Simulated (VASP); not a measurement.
# TaN (P-6m2) in VASP: a series of runs, part 2 of 2

VASP 6.6.1. The steps go on from the part before.

### Step 3. Single point, PBEsol (9.35 Å³/atom)

This run uses another cell than the first one, of 9.35 Å³/atom.

Input file INCAR:

```
SYSTEM = TaN
ALGO = Normal
EDIFF = 1E-6
ENCUT = 700
GGA = PS
GGA_COMPAT = .FALSE.
ISIF = 2
ISMEAR = 0
LASPH = .TRUE.
LCHARG = .FALSE.
LREAL = .FALSE.
LWAVE = .FALSE.
NBANDS = 16
NELM = 120
PREC = Accurate
SIGMA = 0.15
```

Input file KPOINTS:

```
k-points
0
G
  21 21 18
  0 0 0
```

Input file POSCAR:

```
TaN
1.0
    2.8020737111      0.0000000000      0.0000000000
   -1.4010368555      2.4266670171      0.0000000000
    0.0000000000      0.0000000000      2.7510037798
Ta N
1 1
Direct
    0.3333333333      0.6666666667      0.5000000000
    0.0000000000      0.0000000000      0.0000000000
```

Potentials or basis: VASP PAW PBE potentials, release 64 (Ta_sv_GW, N).

Run with:

```sh
> cat potpaw_PBE.64/Ta_sv_GW/POTCAR potpaw_PBE.64/N/POTCAR > POTCAR
> mpirun -np 1 vasp_std > vasp.out
```

OUTCAR:

```text
SYSTEM = TaN
   EDIFF = 1E-6
   ENCUT = 700
   GGA = PS
   ISIF = 2
   ISMEAR = 0
   LASPH = .TRUE.
   LREAL = .FALSE.
   NELM = 120
   PREC = Accurate

 ion  position               nearest neighbor table
   1  0.333  0.667  0.500-   2 2.12   2 2.12   2 2.12   2 2.12   2 2.12   2 2.12
   2  0.000  0.000  0.000-   1 2.12   1 2.12   1 2.12   1 2.12   1 2.12   1 2.12

  LATTYP: Found a hexagonal cell.
 ALAT       =     2.8020737111
 C/A-ratio  =     0.9817742370

  Lattice vectors:

 A1 = (   2.8020737111,   0.0000000000,   0.0000000000)
 A2 = (  -1.4010368555,   2.4266670171,   0.0000000000)
 A3 = (   0.0000000000,   0.0000000000,   2.7510037798)

Analysis of symmetry for initial positions (statically):
=====================================================================
 Subroutine PRICEL returns:
 Original cell was already a primitive cell.

 Routine SETGRP: Setting up the symmetry group for a
 hexagonal supercell.

 Subroutine GETGRP returns: Found 12 space group operations
 (whereof 12 operations were pure point group operations)
 out of a pool of 24 trial point group operations.

The static configuration has the point symmetry D_3h.

Analysis of symmetry for dynamics (positions and initial velocities):
=====================================================================
 Subroutine PRICEL returns:
 Original cell was already a primitive cell.

 Routine SETGRP: Setting up the symmetry group for a
 hexagonal supercell.

 Subroutine GETGRP returns: Found 12 space group operations
 (whereof 12 operations were pure point group operations)
 out of a pool of 24 trial point group operations.

The dynamic configuration has the point symmetry D_3h.

 Subroutine INISYM returns: Found 12 space group operations
 (whereof 12 operations are pure point group operations),
 and found     1 'primitive' translations

----------------------------------------------------------------------------------------

                                     Primitive cell

  volume of cell :      18.7060

  direct lattice vectors                    reciprocal lattice vectors
     2.802073711  0.000000000  0.000000000     0.356878549  0.206043926  0.000000000
    -1.401036855  2.426667017  0.000000000     0.000000000  0.412087853  0.000000000
     0.000000000  0.000000000  2.751003780     0.000000000  0.000000000  0.363503681

  length of vectors
     2.802073711  2.802073711  2.751003780     0.412087853  0.412087853  0.363503681

  position of ions in fractional coordinates (direct lattice)
     0.333333333  0.666666667  0.500000000
     0.000000000  0.000000000  0.000000000

  ion indices of the primitive-cell ions
   primitive index   ion index
                 1           1
                 2           2

----------------------------------------------------------------------------------------

 KPOINTS: k-points

Automatic generation of k-mesh.
 Grid dimensions read from file:
 generate k-points for:   21   21   18

 Generating k-lattice:

  Cartesian coordinates                     Fractional coordinates (reciprocal lattice)
     0.016994217  0.009811616  0.000000000     0.047619048 -0.000000000  0.000000000
     0.000000000  0.019623231  0.000000000     0.000000000  0.047619048  0.000000000
     0.000000000  0.000000000  0.020194649     0.000000000  0.000000000  0.055555556

  Length of vectors
     0.019623231  0.019623231  0.020194649

  Shift w.r.t. Gamma in fractional coordinates (k-lattice)
     0.000000000  0.000000000  0.000000000

 Subroutine IBZKPT returns following result:
 ===========================================

 Found    480 irreducible k-points:

 Following reciprocal coordinates:
            Coordinates               Weight
  0.000000  0.000000  0.000000      1.000000
  0.047619 -0.000000  0.000000      6.000000
  0.095238 -0.000000  0.000000      6.000000
  0.142857  0.000000  0.000000      6.000000
  0.190476 -0.000000  0.000000      6.000000
  0.238095 -0.000000  0.000000      6.000000
[... 16 lines left out ...]
  0.142857  0.095238  0.000000     12.000000
  0.190476  0.095238  0.000000     12.000000
 [... further k-points ...]
   k-points           NKPTS =    480   k-points in BZ     NKDIM =    480   number of bands    NBANDS=     16
   number of dos      NEDOS =    301   number of ions     NIONS =      2
   total plane-waves  NPLWV =  13824
   dimension x,y,z NGX =    24 NGY =   24 NGZ =   24
   dimension x,y,z NGXF=    48 NGYF=   48 NGZF=   48
   ions per type =               1   1
   NGX,Y,Z   is equivalent  to a cutoff of  14.24, 14.24, 14.50 a.u.
   NGXF,Y,Z  is equivalent  to a cutoff of  28.48, 28.48, 29.01 a.u.
 SYSTEM =  TaN
   PREC   = accura    normal or accurate (medium, high low for compatibility)
   ISTART =      0    job   : 0-new  1-cont  2-samecut
   ICHARG =      2    charge: 1-file 2-atom 10-const
   ISPIN  =      1    spin polarized calculation?
   LNONCOLLINEAR =      F non collinear calculations
   LSORBIT =      F    spin-orbit coupling
   LASPH  =      T    aspherical Exc in radial PAW
   ENCUT  =  700.0 eV  51.45 Ry    7.17 a.u.   6.04  6.04  5.93*2*pi/ulx,y,z
   NELM   =    120;   NELMIN=  2; NELMDL= -5     # of ELM steps
   EDIFF  = 0.1E-05   stopping-criterion for ELM
   LREAL  =      F    real-space projection
[... 7 lines left out ...]
   TEBEG  =    0.0;   TEEND  =   0.0 temperature during run
   PSTRESS=    0.0 pullay stress
   NELECT =      18.0000    total number of electrons
   NUPDOWN=      -1.0000    fix difference up-down
   EMIN   =  10.00;   EMAX   =-10.00  energy-range for DOS
   EFERMI =   0.00;   METHOD = LEGACY
   ISMEAR =     0;   SIGMA  =   0.15  broadening in eV -4-tet -1-fermi 0-gaus
   EFERMI_NEDOS =   21; number of points for ismear=-14 and -15
   IALGO  =     38    algorithm
   IMIX   =      4    mixing-type and parameters
     AMIX     =   0.40;   BMIX     =  1.00
     AMIX_MAG =   1.60;   BMIX_MAG =  1.00
  volume/ion in A,a.u.               =       9.35        63.12
  Fermi-wavevector in a.u.,A,eV,Ry     =   1.616238  3.054247 35.541489  2.612226
  Thomas-Fermi vector in A             =   2.710857
   LORBIT       =      0    0 simple, 1 ext, 2 COOP (PROOUT), +10 PAW based schemes
   GGA     = PS    functional components
   LHFCALC =     F    Hartree Fock is set to
   AEXX    =    0.0000 exact exchange contribution
   IVDW    =     0    specifies the selected vdW correction
   LEPSILON=     F    determine dielectric tensor
   LRPA    =     F    only Hartree local field effects (RPA)
 non-spin polarized calculation
 Gauss-broadening in eV      SIGMA  =   0.15
  energy-cutoff  :      700.00
  volume of cell :       18.71
 maximum number of plane-waves:       810
   NGX = 13   NGY = 13   NGZ = 11

 number of electron      17.9999999 magnetization

 Free energy of the ion-electron system (eV)
  ---------------------------------------------------
  ext. energy  EPLUGINS =         0.00000000
  ---------------------------------------------------
  free energy    TOTEN  =       -25.89984153 eV

  energy without entropy =      -25.89869542  energy(sigma->0) =      -25.89926847

 E-fermi :  14.4611     XC(G=0): -14.7100

 val. band max:       14.4608623720   @ k =   0.4762   0.0000   0.5000
 cond. band min:      14.4992779531   @ k =   0.0476  -0.0000   0.3889
 fundamental gap:      0.0384155812
 Fermi energy:        14.4610874339

 k-point     1 :       0.0000    0.0000    0.0000
  band No.  band energies     occupation
      1     -53.6562      2.00000
      2     -19.9092      2.00000
      3     -19.5545      2.00000
      4     -19.5545      2.00000
      5      -4.3369      2.00000
      6       9.2378      2.00000
[... 8 lines left out ...]
     15      28.4837      0.00000
     16      31.9012      0.00000

 k-point     2 :       0.0476   -0.0000    0.0000
  band No.  band energies     occupation
      1     -53.6531      2.00000
      2     -19.9038      2.00000
      3     -19.5973      2.00000
      4     -19.5632      2.00000
      5      -4.2740      2.00000
      6       9.0567      2.00000
[... 8 lines left out ...]
     15      28.4702      0.00000
     16      32.0519      0.00000
[... 387 lines left out ...]
      5      -3.2963      2.00000
      6       7.3641      2.00000
[... 8 lines left out ...]
     15      28.4695      0.00000
     16      32.9671      0.00000

 k-point    24 :       0.1905    0.0952    0.0000
  band No.  band energies     occupation
      1     -53.5828      2.00000
      2     -20.4320      2.00000
      3     -19.7880      2.00000
      4     -19.7845      2.00000
      5      -2.9006      2.00000
      6       6.8729      2.00000
[... 8 lines left out ...]
     15      28.6530      0.00000
     16      33.0532      0.00000

 [... further k-points ...]

------------------------ aborting loop because EDIFF is reached ----------------------------------------

  FORCE on cell =-STRESS in cart. coord.  units (eV):
  Direction    XX          YY          ZZ          XY          YZ          ZX
  --------------------------------------------------------------------------------------
  -------------------------------------------------------------------------------------
  Total        6.9022528      6.9022528      7.7579759      0.0000000      0.0000000     -0.0000000
  in kB      591.1810632    591.1810632    664.4741325      0.0000000      0.0000000     -0.0000000
  external PRESSURE =     615.6120863 kB  Pullay stress =       0.0000000 kB

 VOLUME and BASIS-vectors are now :
 -----------------------------------------------------------------------------
  energy-cutoff  :      700.00
  volume of cell :       18.71
      direct lattice vectors                 reciprocal lattice vectors
     2.802073711  0.000000000  0.000000000     0.356878549  0.206043926  0.000000000
    -1.401036855  2.426667017  0.000000000     0.000000000  0.412087853  0.000000000
     0.000000000  0.000000000  2.751003780     0.000000000  0.000000000  0.363503681

 POSITION                                       TOTAL-FORCE (eV/Angst)
 -----------------------------------------------------------------------------------
     -0.00000      1.61778      1.37550        -0.000000      0.000000      0.000000
      0.00000      0.00000      0.00000         0.000000     -0.000000      0.000000
 -----------------------------------------------------------------------------------
    total drift:                                0.000000     -0.000000     -0.000000

  FREE ENERGIE OF THE ION-ELECTRON SYSTEM (eV)
  ---------------------------------------------------
  free  energy   TOTEN  =       -25.8998415277 eV

  energy  without entropy=      -25.8986954208  energy(sigma->0) =      -25.89926847
```

stdout:

```text
POSCAR found type information on POSCAR TaN
 POSCAR found :  2 types and       2 ions
 scaLAPACK will be used
 -----------------------------------------------------------------------------
|                                                                             |
|                                                                             |
|     You enforced a specific xc type in the INCAR file but a different       |
|     I HOPE YOU KNOW WHAT YOU ARE DOING!                                     |
|                                                                             |
 -----------------------------------------------------------------------------

 LDA part: xc-table for (Slater+PW92), standard interpolation
 POSCAR, INCAR and KPOINTS ok, starting setup
 FFT: planning ... GRIDC
 FFT: planning ... GRID_SOFT
 FFT: planning ... GRID
 WAVECAR not read
 entering main loop
```

Run time: 69 s. Hardware: 1 thread of AMD EPYC 9R45 (Zen 5), shared host; peak memory 0.32 GiB.

Results:

```
Free energy            : -25.8998 eV
Pressure               : 61.6 GPa
Band gap on the k mesh : zero (bands 9 and 10 overlap by 0.37 eV)
```

Caveat: the stress differs along the axes, from 59 to 66 GPa; the PAW data sets were made with another functional, which shifts forces and pressure a little; spin-orbit coupling is left out, which moves the levels of the heavy elements.

The gap in the log of VASP goes by the Fermi energy; the results here count the filled bands.